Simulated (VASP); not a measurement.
NaCl, 2 atoms in the cell. Symmetry: P4/mmm, No. 123, tetragonal system. The conventional cell has a = 2.917 Å, b = 2.917 Å, c = 2.860 Å, α = 90.00°, β = 90.00°, γ = 90.00°. Within 3.3 Å of Na (site symmetry 4/mmm) lie 8 Cl at 2.51 Å and 6 Na at 2.86 to 2.92 Å. Cl (site symmetry 4/mmm) has 8 Na at 2.51 Å and 6 Cl at 2.86 to 2.92 Å within 3.3 Å.  This cell differs from its parent crystal: equal xx and yy strain of +2 %.

```yaml
Program: VASP 6.6.1
Task: single point
Functional: PBEsol
Potentials_or_basis: VASP PAW PBE potentials, release 64 (Na_pv, Cl)
Cutoff: 520 eV
k_mesh: 9 × 9 × 9
Occupations: fermi-dirac, width 0.03 eV
Spin: no spin polarisation
Dipole_correction: no
Further_INCAR_settings: ALGO = Normal; EDIFF = 1e-07; NBANDS = 14
```

Potentials or basis: VASP PAW PBE potentials, release 64 (Na_pv, Cl).

Run with:

```sh
$ cat potpaw_PBE.64/Na_pv/POTCAR potpaw_PBE.64/Cl/POTCAR > POTCAR
$ mpirun -np 1 vasp_std > vasp.out
```

Hardware: 1 thread of Intel(R) Xeon(R) Platinum 8259CL CPU @ 2.50GHz (Skylake/Cascade Lake) (shared host).

Estimate the wall time of this run.

It took 15 s on 1 thread of Intel(R) Xeon(R) Platinum 8259CL CPU @ 2.50GHz (Skylake/Cascade Lake), on a shared host, peak memory 0.15 GiB. Counts: scf iterations 13, k points 75.
